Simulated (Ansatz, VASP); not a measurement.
# CdS: VASP beside Ansatz

Contents of INCAR:

```
SYSTEM = CdS
  PREC = Accurate
  ENCUT = 500
  EDIFF = 1E-6
  ISMEAR = 0
  SIGMA = 0.01
  LREAL = .FALSE.
  LASPH = .TRUE.
  NELM = 120
  ALGO = Normal
  ISIF = 2
  LWAVE = .FALSE.
  LCHARG = .FALSE.
  GGA = PS
  NBANDS = 26
  GGA_COMPAT = .FALSE.
```

File KPOINTS:

```
Automatic mesh
0
G
  6 4 6
  0 0 0
```

POSCAR

```
CdS
1.0
    4.0485253413      0.0000000000      0.0000000000
    0.0000000000      5.7236758635      0.0000000000
    0.0000000000      0.0000000000      4.0481722517
Cd S
2 2
Direct
    0.5000000000      0.5000000000      0.2430300000
    0.0000000000      0.0000000000      0.7569700000
    0.5000000000      0.0000000000      0.2551600000
    0.0000000000      0.5000000000      0.7448400000
```

Input for Ansatz:

```yaml
crystal:
  lattice:
    - [4.048525341284083, 0.0, 0.0]
    - [0.0, 5.723675863482268, 0.0]
    - [0.0, 0.0, 4.048172251685157]
  atoms:
    - { symbol: Cd, position: [0.5, 0.5, 0.24303] }
    - { symbol: Cd, position: [0.0, 0.0, 0.75697] }
    - { symbol: S, position: [0.5, 0.0, 0.25516] }
    - { symbol: S, position: [0.0, 0.5, 0.74484] }
basis:
  ecutwfc: 462.593566181796
kpoints:
  mp_grid:
    grid: [6, 4, 6]
hamiltonian:
  xc: pbesol
scf:
  occupations:
    method: fixed
output:
  stress: true
```

Alike in both runs: task single point; functional PBEsol; k mesh 6 × 4 × 6; no spin polarisation.

|  | VASP | Ansatz |
| --- | --- | --- |
| version | VASP 6.6.1 | Ansatz 0.2.0 |
| potentials or method | VASP PAW PBE potentials, release 64 (Cd, S), cutoff 500 eV | plane waves, PAW |
| occupations | gaussian, width 0.01 eV | fixed |
| valence electrons in the cell | 36 | 52 |

VASP gave:

| Property | Result |
| --- | --- |
| pressure (GPa) | -9.5 |

What did Ansatz give for the same quantities?

Pressure (GPa): -9.8.

VASP's potentials were made for PBE, not for PBEsol. VASP's potentials hold 36 valence electrons a cell and Ansatz's 52, so a difference there can come from the potentials and not from the codes.
